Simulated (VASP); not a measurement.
# Cu3N (Pm-3m) in VASP: notebook

Cu3N is run at these levels: PBE; tasks: single point.

All numbers are computed with VASP 6.6.1; they aren't measurements. Logs are shortened: lines on timing, memory, paths and dates and some standing lists are left out, and cuts for length are marked.

## Step 1: The cell of the first run

It takes space group Pm-3m (No. 221, cubic). Conventional cell: a = 3.796 Å, b = 3.796 Å, c = 3.796 Å, α = 90.00°, β = 90.00°, γ = 90.00°. Within 2.5 Å of Cu (site symmetry 4/mmm) lie 2 N at 1.90 Å. Within 2.5 Å of N (site symmetry m-3m) lie 6 Cu at 1.90 Å.

## Step 2: Single point, PBE

Contents of INCAR:

```
PREC = Accurate
ENCUT = 600
EDIFF = 1E-6
ISMEAR = 0
SIGMA = 0.01
LREAL = False
LASPH = True
NELM = 120
ALGO = Normal
ISIF = 2
LWAVE = False
LCHARG = False
GGA = PE
NBANDS = 27
GGA_COMPAT = False
```

Contents of KPOINTS:

```
Automatic mesh
0
Gamma
  10 10 10
```

Contents of POSCAR:

```
Cu3N
1.0
    3.7964193176      0.0000000000      0.0000000000
    0.0000000000      3.7964193176      0.0000000000
    0.0000000000      0.0000000000      3.7964193176
Cu N
3 1
Direct
    0.5000000000      0.0000000000      0.0000000000
    0.0000000000      0.5000000000      0.0000000000
    0.0000000000      0.0000000000      0.5000000000
    0.0000000000      0.0000000000      0.0000000000
```

Potentials or basis: VASP PAW PBE potentials, release 64 (Cu, N).

Started as:

```console
cat potpaw_PBE.64/Cu/POTCAR potpaw_PBE.64/N/POTCAR > POTCAR
mpirun -np 1 vasp_std > vasp.out
```

OUTCAR:

```text
PREC = Accurate
   ENCUT = 600
   EDIFF = 1E-6
   ISMEAR = 0
   LREAL = False
   LASPH = True
   NELM = 120
   ISIF = 2
   GGA = PE

 ion  position               nearest neighbor table
   1  0.500  0.000  0.000-   4 1.90   4 1.90   2 2.68   3 2.68   2 2.68   2 2.68   3 2.68   3 2.68
                             3 2.68   2 2.68
   2  0.000  0.500  0.000-   4 1.90   4 1.90   1 2.68   3 2.68   1 2.68   3 2.68   3 2.68   3 2.68
                             1 2.68   1 2.68
   3  0.000  0.000  0.500-   4 1.90   4 1.90   1 2.68   1 2.68   2 2.68   2 2.68   2 2.68   2 2.68
                             1 2.68   1 2.68
   4  0.000  0.000  0.000-   1 1.90   2 1.90   3 1.90   3 1.90   2 1.90   1 1.90

  LATTYP: Found a simple cubic cell.
 ALAT       =     3.7964193176

  Lattice vectors:

 A1 = (   3.7964193176,   0.0000000000,   0.0000000000)
 A2 = (   0.0000000000,   3.7964193176,   0.0000000000)
 A3 = (   0.0000000000,   0.0000000000,   3.7964193176)

Analysis of symmetry for initial positions (statically):
=====================================================================
 Subroutine PRICEL returns:
 Original cell was already a primitive cell.

 Routine SETGRP: Setting up the symmetry group for a
 simple cubic supercell.

 Subroutine GETGRP returns: Found 48 space group operations
 (whereof 48 operations were pure point group operations)
 out of a pool of 48 trial point group operations.

The static configuration has the point symmetry O_h .

Analysis of symmetry for dynamics (positions and initial velocities):
=====================================================================
 Subroutine PRICEL returns:
 Original cell was already a primitive cell.

 Routine SETGRP: Setting up the symmetry group for a
 simple cubic supercell.

 Subroutine GETGRP returns: Found 48 space group operations
 (whereof 48 operations were pure point group operations)
 out of a pool of 48 trial point group operations.

The dynamic configuration has the point symmetry O_h .

 Subroutine INISYM returns: Found 48 space group operations
 (whereof 48 operations are pure point group operations),
 and found     1 'primitive' translations

----------------------------------------------------------------------------------------

                                     Primitive cell

  volume of cell :      54.7170

  direct lattice vectors                    reciprocal lattice vectors
     3.796419318  0.000000000  0.000000000     0.263406098  0.000000000  0.000000000
     0.000000000  3.796419318  0.000000000     0.000000000  0.263406098  0.000000000
     0.000000000  0.000000000  3.796419318     0.000000000  0.000000000  0.263406098

  length of vectors
     3.796419318  3.796419318  3.796419318     0.263406098  0.263406098  0.263406098

  position of ions in fractional coordinates (direct lattice)
     0.500000000  0.000000000  0.000000000
     0.000000000  0.500000000  0.000000000
     0.000000000  0.000000000  0.500000000
     0.000000000  0.000000000  0.000000000

  ion indices of the primitive-cell ions
   primitive index   ion index
                 1           1
                 2           2
                 3           3
                 4           4

----------------------------------------------------------------------------------------

 KPOINTS: Automatic mesh

Automatic generation of k-mesh.
 Grid dimensions read from file:
 generate k-points for:   10   10   10

 Generating k-lattice:

  Cartesian coordinates                     Fractional coordinates (reciprocal lattice)
     0.026340610  0.000000000  0.000000000     0.100000000  0.000000000  0.000000000
     0.000000000  0.026340610  0.000000000     0.000000000  0.100000000  0.000000000
     0.000000000  0.000000000  0.026340610     0.000000000  0.000000000  0.100000000

  Length of vectors
     0.026340610  0.026340610  0.026340610

  Shift w.r.t. Gamma in fractional coordinates (k-lattice)
     0.000000000  0.000000000  0.000000000

 Subroutine IBZKPT returns following result:
 ===========================================

 Found     56 irreducible k-points:

 Following reciprocal coordinates:
            Coordinates               Weight
  0.000000  0.000000  0.000000      1.000000
  0.100000  0.000000  0.000000      6.000000
  0.200000  0.000000  0.000000      6.000000
  0.300000  0.000000  0.000000      6.000000
  0.400000  0.000000  0.000000      6.000000
  0.500000  0.000000  0.000000      3.000000
[... 16 lines left out ...]
  0.200000  0.100000  0.100000     24.000000
  0.300000  0.100000  0.100000     24.000000
 [... further k-points ...]
   k-points           NKPTS =     56   k-points in BZ     NKDIM =     56   number of bands    NBANDS=     27
   number of dos      NEDOS =    301   number of ions     NIONS =      4
   total plane-waves  NPLWV =  27000
   dimension x,y,z NGX =    30 NGY =   30 NGZ =   30
   dimension x,y,z NGXF=    60 NGYF=   60 NGZF=   60
   ions per type =               3   1
   NGX,Y,Z   is equivalent  to a cutoff of  13.14, 13.14, 13.14 a.u.
   NGXF,Y,Z  is equivalent  to a cutoff of  26.27, 26.27, 26.27 a.u.
 SYSTEM =  unknown system
   PREC   = accura    normal or accurate (medium, high low for compatibility)
   ISTART =      0    job   : 0-new  1-cont  2-samecut
   ICHARG =      2    charge: 1-file 2-atom 10-const
   ISPIN  =      1    spin polarized calculation?
   LNONCOLLINEAR =      F non collinear calculations
   LSORBIT =      F    spin-orbit coupling
   LASPH  =      T    aspherical Exc in radial PAW
   ENCUT  =  600.0 eV  44.10 Ry    6.64 a.u.   7.58  7.58  7.58*2*pi/ulx,y,z
   NELM   =    120;   NELMIN=  2; NELMDL= -5     # of ELM steps
   EDIFF  = 0.1E-05   stopping-criterion for ELM
   LREAL  =      F    real-space projection
   EDIFFG = 0.1E-04   stopping-criterion for IOM
   NSW    =      0    number of steps for IOM
   IBRION =     -1    ionic relax: 0-MD 1-quasi-New 2-CG
   NFREE  =      0    steps in history (QN), initial steepest desc. (CG)
   ISIF   =      2    stress and relaxation
   ISYM   =      2    0-nonsym 1-usesym 2-fastsym
   POTIM  = 0.5000    time-step for ionic-motion
   TEBEG  =    0.0;   TEEND  =   0.0 temperature during run
   PSTRESS=    0.0 pullay stress
   NELECT =      38.0000    total number of electrons
   NUPDOWN=      -1.0000    fix difference up-down
   EMIN   =  10.00;   EMAX   =-10.00  energy-range for DOS
   EFERMI =   0.00;   METHOD = LEGACY
   ISMEAR =     0;   SIGMA  =   0.01  broadening in eV -4-tet -1-fermi 0-gaus
   EFERMI_NEDOS =   21; number of points for ismear=-14 and -15
   IALGO  =     38    algorithm
   IMIX   =      4    mixing-type and parameters
     AMIX     =   0.40;   BMIX     =  1.00
     AMIX_MAG =   1.60;   BMIX_MAG =  1.00
  volume/ion in A,a.u.               =      13.68        92.31
  Fermi-wavevector in a.u.,A,eV,Ry     =   1.449757  2.739643 28.596659  2.101795
  Thomas-Fermi vector in A             =   2.567447
   LORBIT       =      0    0 simple, 1 ext, 2 COOP (PROOUT), +10 PAW based schemes
   GGA     = PE    functional components
   LHFCALC =     F    Hartree Fock is set to
   AEXX    =    0.0000 exact exchange contribution
   IVDW    =     0    specifies the selected vdW correction
   LEPSILON=     F    determine dielectric tensor
   LRPA    =     F    only Hartree local field effects (RPA)
 non-spin polarized calculation
 Gauss-broadening in eV      SIGMA  =   0.01
  energy-cutoff  :      600.00
  volume of cell :       54.72
 maximum number of plane-waves:      1856
   NGX = 15   NGY = 15   NGZ = 15

 number of electron      37.9999975 magnetization

 Free energy of the ion-electron system (eV)
  ---------------------------------------------------
  ext. energy  EPLUGINS =         0.00000000
  ---------------------------------------------------
  free energy    TOTEN  =       -18.37391821 eV

  energy without entropy =      -18.37391821  energy(sigma->0) =      -18.37391821

 E-fermi :   5.1133     XC(G=0): -10.8634

 val. band max:        5.0686884158   @ k =   0.5000   0.5000   0.5000
 cond. band min:       5.2350384012   @ k =   0.5000   0.5000   0.0000
 fundamental gap:      0.1663499854
 Fermi energy:         5.1132885754

 k-point     1 :       0.0000    0.0000    0.0000
  band No.  band energies     occupation
      1     -11.8830      2.00000
      2      -0.2591      2.00000
      3       0.2253      2.00000
      4       0.2253      2.00000
      5       0.2253      2.00000
      6       1.1341      2.00000
[... 19 lines left out ...]
     26      17.4050      0.00000
     27      17.4054      0.00000

 k-point     2 :       0.1000    0.0000    0.0000
  band No.  band energies     occupation
      1     -11.8454      2.00000
      2      -0.4007      2.00000
      3       0.0636      2.00000
      4       0.1081      2.00000
      5       0.1081      2.00000
      6       1.1447      2.00000
[... 19 lines left out ...]
     26      16.7899      0.00000
     27      16.9287      0.00000

 k-point     3 :       0.2000    0.0000    0.0000
  band No.  band energies     occupation
      1     -11.7439      2.00000
      2      -1.0746      2.00000
      3      -0.1164      2.00000
      4      -0.1164      2.00000
      5       0.1879      2.00000
      6       1.1734      2.00000
[... 19 lines left out ...]
     26      15.5579      0.00000
     27      16.0311      0.00000

 k-point     4 :       0.3000    0.0000    0.0000
  band No.  band energies     occupation
      1     -11.6114      2.00000
      2      -1.8057      2.00000
      3      -0.3209      2.00000
      4      -0.3209      2.00000
      5       0.5042      2.00000
      6       1.2105      2.00000
[... 19 lines left out ...]
     26      14.6640      0.00000
     27      15.1919      0.00000
[... 516 lines left out ...]
      4      -0.3334      2.00000
      5       0.2312      2.00000
      6       1.2770      2.00000
[... 19 lines left out ...]
     26      15.6143      0.00000
     27      15.6143      0.00000

 k-point    23 :       0.2000    0.1000    0.1000
  band No.  band energies     occupation
      1     -11.6683      2.00000
      2      -1.1280      2.00000
      3      -0.5437      2.00000
      4      -0.4971      2.00000
      5       0.3803      2.00000
      6       1.3038      2.00000
[... 19 lines left out ...]
     26      14.5464      0.00000
     27      15.1529      0.00000

 k-point    24 :       0.3000    0.1000    0.1000
  band No.  band energies     occupation
      1     -11.5353      2.00000
      2      -1.8403      2.00000
      3      -0.6674      2.00000
      4      -0.6617      2.00000
      5       0.6639      2.00000
      6       1.3475      2.00000
[... 19 lines left out ...]
     26      14.3538      0.00000
     27      15.4270      0.00000

 [... further k-points ...]
[... 5 lines left out ...]
  --------------------------------------------------------------------------------------
  -------------------------------------------------------------------------------------
  Total        1.2906002      1.2906002      1.2906002     -0.0000000      0.0000000      0.0000000
  in kB       37.7902511     37.7902511     37.7902511     -0.0000000      0.0000000      0.0000000
  external PRESSURE =      37.7902511 kB  Pullay stress =       0.0000000 kB

 VOLUME and BASIS-vectors are now :
 -----------------------------------------------------------------------------
  energy-cutoff  :      600.00
  volume of cell :       54.72
      direct lattice vectors                 reciprocal lattice vectors
     3.796419318  0.000000000  0.000000000     0.263406098  0.000000000  0.000000000
     0.000000000  3.796419318  0.000000000     0.000000000  0.263406098  0.000000000
     0.000000000  0.000000000  3.796419318     0.000000000  0.000000000  0.263406098

 POSITION                                       TOTAL-FORCE (eV/Angst)
 -----------------------------------------------------------------------------------
      1.89821      0.00000      0.00000         0.000000      0.000000      0.000000
      0.00000      1.89821      0.00000         0.000000      0.000000      0.000000
      0.00000      0.00000      1.89821         0.000000      0.000000      0.000000
      0.00000      0.00000      0.00000         0.000000      0.000000      0.000000
 -----------------------------------------------------------------------------------
    total drift:                                0.000000      0.000000      0.000000

  FREE ENERGIE OF THE ION-ELECTRON SYSTEM (eV)
  ---------------------------------------------------
  free  energy   TOTEN  =       -18.3739182133 eV

  energy  without entropy=      -18.3739182133  energy(sigma->0) =      -18.37391821
```

Run time: 2 min. Hardware: 1 thread of Oxide Virtual Turin-like, shared host; peak memory 0.19 GiB.

What came out:

```yaml
Free_energy: -18.3739 eV
Pressure: 3.8 GPa
Band_gap_on_the_k_mesh: 0.17 eV (least direct gap 0.71 eV)
```

Caveat: the cell stands under pressure; semilocal functionals underestimate gaps, and a narrow one can read as zero. A k mesh can miss the band edges.

[end of part 1 of 2]
